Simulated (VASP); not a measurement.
# TiO2 (P4_2/nmc) in VASP: a series of runs

The runs below take TiO2 through single point, relaxation of cell and atoms, with r2SCAN, PBE.

All numbers are computed with VASP 6.6.1; they aren't measurements. Logs are shortened: lines on timing, memory, paths and dates and some standing lists are left out, and cuts for length are marked.

## 1. The cell of the first run

The structure is tetragonal, space group P4_2/nmc (No. 137). The conventional cell has a = 3.367 Å, b = 3.367 Å, c = 5.205 Å, α = 90.00°, β = 90.00°, γ = 90.00°. Within 2.5 Å of Ti (site symmetry -4m2) lie 8 O at 1.88 to 2.43 Å. Within 2.7 Å of O (site symmetry 2mm) lie 4 Ti at 1.88 to 2.43 Å and 6 O at 2.55 to 2.60 Å.

## 2. Single point, r2SCAN

Contents of POSCAR:

```
TiO2
1.0
    3.3671529609      0.0000000000      0.0000000000
    0.0000000000      3.3671529609      0.0000000000
    0.0000000000      0.0000000000      5.2051742126
Ti O
2 4
Direct
    0.5000000000      0.5000000000      0.5000000000
    0.0000000000      0.0000000000      0.0000000000
    0.0000000000      0.5000000000      0.6626422325
    0.5000000000      0.0000000000      0.8373577675
    0.5000000000      0.0000000000      0.3373577675
    0.0000000000      0.5000000000      0.1626422325
```

Contents of INCAR.step1:

```
SYSTEM = TiO2
PREC     = Accurate       ! precision mode
ENCUT    = 520            ! plane-wave cutoff, eV
ISMEAR   = 0              ! smearing method
SIGMA    = 0.01           ! smearing width, eV
LREAL    = .False.        ! projectors in reciprocal space
LASPH    = .True.         ! aspherical terms in the spheres
NELM     = 100            ! most SCF steps
NBANDS   = 33             ! bands
GGA      = PE             ! functional
ALGO     = Normal         ! electronic algorithm
EDIFF    = 1E-4           ! SCF threshold, eV
LWAVE    = .True.         ! write WAVECAR
LCHARG   = .False.        ! write CHGCAR
```

Contents of INCAR.step2:

```
SYSTEM = TiO2
PREC     = Accurate       ! precision mode
ENCUT    = 520            ! plane-wave cutoff, eV
EDIFF    = 1E-6           ! SCF threshold, eV
ISMEAR   = 0              ! smearing method
SIGMA    = 0.01           ! smearing width, eV
LREAL    = .False.        ! projectors in reciprocal space
LASPH    = .True.         ! aspherical terms in the spheres
NELM     = 100            ! most SCF steps
ALGO     = Normal         ! electronic algorithm
ISIF     = 2              ! what is computed and relaxed
LWAVE    = .False.        ! write WAVECAR
LCHARG   = .False.        ! write CHGCAR
METAGGA  = R2SCAN         ! meta-GGA
LMIXTAU  = .True.       
NBANDS   = 33             ! bands
ISTART   = 1
```

Contents of KPOINTS:

```
regular mesh
0
Gamma
  8 8 6
  0 0 0
```

Potentials or basis: VASP PAW PBE potentials, release 64 (Ti_sv, O).

Started as:

```bash
$ cat potpaw_PBE.64/Ti_sv/POTCAR potpaw_PBE.64/O/POTCAR > POTCAR
$ cp INCAR.step1 INCAR
$ mpirun -np 1 vasp_std > vasp.out
$ cp INCAR.step2 INCAR
$ mpirun -np 1 vasp_std > vasp.out
```

OUTCAR:

```text
SYSTEM = TiO2
   PREC = Accurate
   ENCUT = 520
   EDIFF = 1E-6
   ISMEAR = 0
   LREAL = .False.
   LASPH = .True.
   NELM = 100
   ISIF = 2
   METAGGA = R2SCAN
   ISTART = 1

 ion  position               nearest neighbor table
   1  0.500  0.500  0.500-   3 1.88   5 1.88   5 1.88   3 1.88   4 2.43   4 2.43   6 2.43   6 2.43

   2  0.000  0.000  0.000-   4 1.88   6 1.88   6 1.88   4 1.88   3 2.43   5 2.43   3 2.43   5 2.43

   3  0.000  0.500  0.663-   1 1.88   1 1.88   2 2.43   2 2.43
   4  0.500  0.000  0.837-   2 1.88   2 1.88   1 2.43   1 2.43
   5  0.500  0.000  0.337-   1 1.88   1 1.88   2 2.43   2 2.43
   6  0.000  0.500  0.163-   2 1.88   2 1.88   1 2.43   1 2.43

  LATTYP: Found a simple tetragonal cell.
 ALAT       =     3.3671529609
 C/A-ratio  =     1.5458680592

  Lattice vectors:

 A1 = (   3.3671529609,   0.0000000000,   0.0000000000)
 A2 = (   0.0000000000,   3.3671529609,   0.0000000000)
 A3 = (   0.0000000000,   0.0000000000,   5.2051742126)

Analysis of symmetry for initial positions (statically):
=====================================================================
 Subroutine PRICEL returns:
 Original cell was already a primitive cell.

 Routine SETGRP: Setting up the symmetry group for a
 simple tetragonal supercell.

 Subroutine GETGRP returns: Found 16 space group operations
 (whereof  8 operations were pure point group operations)
 out of a pool of 16 trial point group operations.

The static configuration has the point symmetry D_2d.
 The point group associated with its full space group is D_4h.

Analysis of symmetry for dynamics (positions and initial velocities):
=====================================================================
 Subroutine PRICEL returns:
 Original cell was already a primitive cell.

 Routine SETGRP: Setting up the symmetry group for a
 simple tetragonal supercell.

 Subroutine GETGRP returns: Found 16 space group operations
 (whereof  8 operations were pure point group operations)
 out of a pool of 16 trial point group operations.

The dynamic configuration has the point symmetry D_2d.
 The point group associated with its full space group is D_4h.

 Subroutine INISYM returns: Found 16 space group operations
 (whereof  8 operations are pure point group operations),
 and found     1 'primitive' translations

----------------------------------------------------------------------------------------

                                     Primitive cell

  volume of cell :      59.0148

  direct lattice vectors                    reciprocal lattice vectors
     3.367152961  0.000000000  0.000000000     0.296986805  0.000000000  0.000000000
     0.000000000  3.367152961  0.000000000     0.000000000  0.296986805  0.000000000
     0.000000000  0.000000000  5.205174213     0.000000000  0.000000000  0.192116529

  length of vectors
     3.367152961  3.367152961  5.205174213     0.296986805  0.296986805  0.192116529

  position of ions in fractional coordinates (direct lattice)
     0.500000000  0.500000000  0.500000000
     0.000000000  0.000000000  0.000000000
     0.000000000  0.500000000  0.662642232
     0.500000000  0.000000000  0.837357768
     0.500000000  0.000000000  0.337357768
     0.000000000  0.500000000  0.162642232

  ion indices of the primitive-cell ions
   primitive index   ion index
                 1           1
                 2           2
                 3           3
                 4           4
                 5           5
                 6           6

----------------------------------------------------------------------------------------

 KPOINTS: regular mesh

Automatic generation of k-mesh.
 Grid dimensions read from file:
 generate k-points for:    8    8    6

 Generating k-lattice:

  Cartesian coordinates                     Fractional coordinates (reciprocal lattice)
     0.037123351  0.000000000  0.000000000     0.125000000  0.000000000  0.000000000
     0.000000000  0.037123351  0.000000000     0.000000000  0.125000000  0.000000000
     0.000000000  0.000000000  0.032019421     0.000000000  0.000000000  0.166666667

  Length of vectors
     0.037123351  0.037123351  0.032019421

  Shift w.r.t. Gamma in fractional coordinates (k-lattice)
     0.000000000  0.000000000  0.000000000

 Subroutine IBZKPT returns following result:
 ===========================================

 Found     60 irreducible k-points:

 Following reciprocal coordinates:
            Coordinates               Weight
  0.000000  0.000000  0.000000      1.000000
  0.125000  0.000000  0.000000      4.000000
  0.250000  0.000000  0.000000      4.000000
  0.375000  0.000000  0.000000      4.000000
  0.500000  0.000000  0.000000      2.000000
  0.125000  0.125000  0.000000      4.000000
[... 16 lines left out ...]
  0.375000  0.125000  0.166667     16.000000
  0.500000  0.125000  0.166667      8.000000
 [... further k-points ...]
   k-points           NKPTS =     60   k-points in BZ     NKDIM =     60   number of bands    NBANDS=     33
   number of dos      NEDOS =    301   number of ions     NIONS =      6
   total plane-waves  NPLWV =  31360
   dimension x,y,z NGX =    28 NGY =   28 NGZ =   40
   dimension x,y,z NGXF=    56 NGYF=   56 NGZF=   80
   ions per type =               2   4
   NGX,Y,Z   is equivalent  to a cutoff of  13.82, 13.82, 12.78 a.u.
   NGXF,Y,Z  is equivalent  to a cutoff of  27.65, 27.65, 25.55 a.u.
 SYSTEM =  TiO2
   PREC   = accura    normal or accurate (medium, high low for compatibility)
   ISTART =      1    job   : 0-new  1-cont  2-samecut
   ICHARG =      0    charge: 1-file 2-atom 10-const
   ISPIN  =      1    spin polarized calculation?
   LNONCOLLINEAR =      F non collinear calculations
   LSORBIT =      F    spin-orbit coupling
   LASPH  =      T    aspherical Exc in radial PAW
   ENCUT  =  520.0 eV  38.22 Ry    6.18 a.u.   6.26  6.26  9.68*2*pi/ulx,y,z
   NELM   =    100;   NELMIN=  2; NELMDL=  0     # of ELM steps
   EDIFF  = 0.1E-05   stopping-criterion for ELM
   LREAL  =      F    real-space projection
   EDIFFG = 0.1E-04   stopping-criterion for IOM
   NSW    =      0    number of steps for IOM
   IBRION =     -1    ionic relax: 0-MD 1-quasi-New 2-CG
   NFREE  =      0    steps in history (QN), initial steepest desc. (CG)
   ISIF   =      2    stress and relaxation
   ISYM   =      2    0-nonsym 1-usesym 2-fastsym
   POTIM  = 0.5000    time-step for ionic-motion
   TEBEG  =    0.0;   TEEND  =   0.0 temperature during run
   PSTRESS=    0.0 pullay stress
   NELECT =      48.0000    total number of electrons
   NUPDOWN=      -1.0000    fix difference up-down
   EMIN   =  10.00;   EMAX   =-10.00  energy-range for DOS
   EFERMI =   0.00;   METHOD = LEGACY
   ISMEAR =     0;   SIGMA  =   0.01  broadening in eV -4-tet -1-fermi 0-gaus
   EFERMI_NEDOS =   21; number of points for ismear=-14 and -15
   IALGO  =     38    algorithm
   IMIX   =      4    mixing-type and parameters
     AMIX     =   0.40;   BMIX     =  1.00
     AMIX_MAG =   1.60;   BMIX_MAG =  1.00
  volume/ion in A,a.u.               =       9.84        66.38
  Fermi-wavevector in a.u.,A,eV,Ry     =   1.528158  2.887800 31.773234  2.335267
  Thomas-Fermi vector in A             =   2.635955
   LORBIT       =      0    0 simple, 1 ext, 2 COOP (PROOUT), +10 PAW based schemes
   METAGGA = R2SCAN    functional components
   LHFCALC =     F    Hartree Fock is set to
   AEXX    =    0.0000 exact exchange contribution
   IVDW    =     0    specifies the selected vdW correction
   LEPSILON=     F    determine dielectric tensor
   LRPA    =     F    only Hartree local field effects (RPA)
 non-spin polarized calculation
 Gauss-broadening in eV      SIGMA  =   0.01
  energy-cutoff  :      520.00
  volume of cell :       59.01
 maximum number of plane-waves:      1624
 NGX is ok and might be reduce to    28
   NGX = 13   NGY = 13   NGZ = 19

 number of electron      48.0000023 magnetization

 Free energy of the ion-electron system (eV)
  ---------------------------------------------------
  ext. energy  EPLUGINS =         0.00000000
  ---------------------------------------------------
  free energy    TOTEN  =       -69.09462387 eV

  energy without entropy =      -69.09462387  energy(sigma->0) =      -69.09462387

 E-fermi :   5.0823     XC(G=0): -12.5702

 val. band max:        5.0369687473   @ k =   0.0000   0.0000   0.5000
 cond. band min:       7.9899801275   @ k =   0.0000   0.0000   0.0000
 fundamental gap:      2.9530113802
 Fermi energy:         5.0823214310

 k-point     1 :       0.0000    0.0000    0.0000
  band No.  band energies     occupation
      1     -53.6108      2.00000
      2     -53.5936      2.00000
      3     -28.9543      2.00000
      4     -28.7780      2.00000
      5     -28.7299      2.00000
      6     -28.7299      2.00000
[... 25 lines left out ...]
     32      11.8348      0.00000
     33      11.8348      0.00000

 k-point     2 :       0.1250    0.0000    0.0000
  band No.  band energies     occupation
      1     -53.6087      2.00000
      2     -53.5928      2.00000
      3     -28.9451      2.00000
      4     -28.7873      2.00000
      5     -28.7527      2.00000
      6     -28.7270      2.00000
[... 25 lines left out ...]
     32      11.5165      0.00000
     33      11.7919      0.00000
[... 754 lines left out ...]
     32      11.1083      0.00000
     33      11.3071      0.00000

 k-point    24 :       0.5000    0.1250    0.1667
  band No.  band energies     occupation
      1     -53.5906      2.00000
      2     -53.5906      2.00000
      3     -28.9296      2.00000
      4     -28.9296      2.00000
      5     -28.8257      2.00000
      6     -28.8257      2.00000
[... 25 lines left out ...]
     32      10.8810      0.00000
     33      11.6318      0.00000

 [... further k-points ...]

------------------------ aborting loop because EDIFF is reached ----------------------------------------

  FORCE on cell =-STRESS in cart. coord.  units (eV):
  Direction    XX          YY          ZZ          XY          YZ          ZX
  --------------------------------------------------------------------------------------
  -------------------------------------------------------------------------------------
  Total        0.6831994      0.6831994      0.2698338      0.0000000      0.0000000      0.0000000
  in kB       18.5480009     18.5480009      7.3256473      0.0000000      0.0000000      0.0000000
  external PRESSURE =      14.8072163 kB  Pullay stress =       0.0000000 kB

 VOLUME and BASIS-vectors are now :
 -----------------------------------------------------------------------------
  energy-cutoff  :      520.00
  volume of cell :       59.01
      direct lattice vectors                 reciprocal lattice vectors
     3.367152961  0.000000000  0.000000000     0.296986805  0.000000000  0.000000000
     0.000000000  3.367152961  0.000000000     0.000000000  0.296986805  0.000000000
     0.000000000  0.000000000  5.205174213     0.000000000  0.000000000  0.192116529

 POSITION                                       TOTAL-FORCE (eV/Angst)
 -----------------------------------------------------------------------------------
      1.68358      1.68358      2.60259         0.000000     -0.000000     -0.000000
      0.00000      0.00000      0.00000        -0.000000      0.000000     -0.000000
      0.00000      1.68358      3.44917        -0.000000     -0.000000      0.097773
      1.68358      0.00000      4.35859         0.000000     -0.000000     -0.097773
      1.68358      0.00000      1.75601         0.000000      0.000000     -0.097773
      0.00000      1.68358      0.84658        -0.000000      0.000000      0.097773
 -----------------------------------------------------------------------------------
    total drift:                               -0.000000      0.000000      0.000000

  FREE ENERGIE OF THE ION-ELECTRON SYSTEM (eV)
  ---------------------------------------------------
  free  energy   TOTEN  =       -69.0946238664 eV

  energy  without entropy=      -69.0946238664  energy(sigma->0) =      -69.09462387
```

It used 220 s of CPU time on 1 thread of Intel(R) Xeon(R) 6975P-C (Granite Rapids), with other jobs on the host.

Results:

```
Free energy            : -69.0946 eV
Pressure               : 1.5 GPa
Largest force          : 0.098 eV/Å
Band gap on the k mesh : 2.95 eV (least direct gap 2.98 eV)
```

Forces in eV/Å, atoms in the order of the input:
```
Ti   0.000  0.000  0.000
Ti   0.000  0.000  0.000
O    0.000  0.000  0.098
O    0.000  0.000 -0.098
O    0.000  0.000 -0.098
O    0.000  0.000  0.098
```

Caveat: the PAW data sets were made with another functional, which shifts forces and pressure a little. A k mesh can miss the band edges.

## 3. Relaxation of cell and atoms, PBE

This run uses another cell than the first one, of 9.63 Å³/atom.

Contents of INCAR:

```
  ALGO = Normal
  EDIFF = 1E-6
  EDIFFG = -0.005
  ENCUT = 600
  GGA = PE
  IBRION = 2
  ISIF = 3
  ISMEAR = -1
  LASPH = True
  LCHARG = False
  LREAL = False
  LWAVE = False
  NELM = 80
  NSW = 80
  PREC = Accurate
  SIGMA = 0.02
```

Contents of KPOINTS:

```
k-points
0
Gamma
  6 6 6
```

Contents of POSCAR:

```
TiO2
1.0
    3.4124639900      0.0000000000      0.0000000000
    0.0000000000      3.4124639900      0.0000000000
    0.0000000000      0.0000000000      4.9602850700
Ti O
2 4
Direct
    0.5000000000      0.5000000000      0.5000000000
    0.0000000000      0.0000000000      0.0000000000
    0.0000000000      0.5000000000      0.6972078800
    0.5000000000      0.0000000000      0.8027921200
    0.5000000000      0.0000000000      0.3027921200
    0.0000000000      0.5000000000      0.1972078800
```

Potentials or basis: VASP PAW PBE potentials, release 64 (Ti_sv, O).

Started as:

```bash
$ cat potpaw_PBE.64/Ti_sv/POTCAR potpaw_PBE.64/O/POTCAR > POTCAR
$ mpirun -np 1 vasp_std > vasp.out
```

It took 11 min on 1 thread of Intel Xeon 6975P-C (Granite Rapids), shared host; peak memory 0.21 GiB.

The run converged. Its results:

| Property | Result |
| --- | --- |
| Free energy | -53.0315 eV |
| Relaxed volume | 10.20 Å³/atom |
| Relaxed cell | a = 3.393 Å, b = 3.393 Å, c = 5.316 Å, α = 90.00°, β = 90.00°, γ = 90.00° |
| Space group after relaxing (to 0.1 Å) | P4_2/nmc (No. 137) |
| Energy gained by relaxing | 52.1 meV/atom |
| Ionic steps | 20 |
| Pressure after relaxing | -0.1 GPa |
| Band gap on the k mesh | 2.51 eV (least direct gap 2.53 eV) |

Forces in eV/Å, atoms in the order of the input:
```
Ti   0.000  0.000  0.000
Ti   0.000  0.000  0.000
O    0.000  0.000 -0.002
O    0.000  0.000  0.002
O    0.000  0.000  0.002
O    0.000  0.000 -0.002
```

Step by step:
| step | energy change (eV) | largest force (eV/Å) | pressure (GPa) | volume (Å³) |
| --- | --- | --- | --- | --- |
| 1 | 0.0000 | 0.7079 | -1.21 | 57.76 |
| 2 | -0.0885 | 0.5423 | 3.05 | 57.16 |
| 3 | -0.1338 | 0.2382 | 9.36 | 56.39 |
| 4 | -0.1695 | 0.1883 | 8.35 | 56.80 |
| 5 | -0.2475 | 0.0259 | 5.91 | 58.05 |
| 6 | -0.2804 | 0.3421 | 2.83 | 60.58 |
| 7 | -0.2864 | 0.2482 | 3.43 | 59.93 |
| 8 | -0.3021 | 0.1018 | 0.93 | 60.45 |
| 9 | -0.3055 | 0.0007 | -0.72 | 60.82 |
| 10 | -0.3086 | 0.0161 | -0.33 | 60.74 |
| 11 | -0.3103 | 0.0385 | 0.24 | 60.63 |
| 12 | -0.3104 | 0.0417 | 0.33 | 60.62 |
| 13 | -0.3107 | 0.0472 | 0.16 | 60.70 |
| 14 | -0.3112 | 0.0655 | -0.40 | 60.96 |
| 15 | -0.3115 | 0.0586 | -0.37 | 60.97 |
| 16 | -0.3121 | 0.0385 | -0.10 | 61.00 |
| 17 | -0.3123 | 0.0022 | 0.42 | 61.05 |
| 18 | -0.3124 | 0.0106 | 0.24 | 61.03 |
| 19 | -0.3125 | 0.0069 | 0.13 | 61.10 |
| 20 | -0.3125 | 0.0025 | -0.06 | 61.19 |

Final structure:
```xyz
6
Lattice="3.3927 0.0000 0.0000 0.0000 3.3927 0.0000 0.0000 0.0000 5.3161" Properties=species:S:1:pos:R:3 pbc="T T T"
Ti    1.6964    1.6964    2.6581
Ti    0.0000    0.0000    0.0000
O     0.0000    1.6964    3.5027
O     1.6964    0.0000    4.4715
O     1.6964    0.0000    1.8135
O     0.0000    1.6964    0.8446
```

Levels at points of the mesh, in eV from the valence-band top:
```
           k point  band 22  band 23  band 24  band 25  band 26  band 27
(0.00, 0.00, 0.00)    -0.48    -0.02    -0.02     2.51     2.88     3.33
(0.50, 0.00, 0.00)    -1.26    -0.38    -0.38     2.86     2.86     3.75
(0.50, 0.50, 0.00)    -1.01    -0.58    -0.58     2.71     2.71     3.29
(0.00, 0.00, 0.50)    -1.57     0.00     0.00     2.69     2.69     3.84
(0.50, 0.00, 0.50)    -1.79    -0.60    -0.60     2.74     2.74     3.46
(0.50, 0.50, 0.50)    -1.96    -0.38    -0.38     3.06     3.06     3.60
```

A k mesh can miss the band edges.
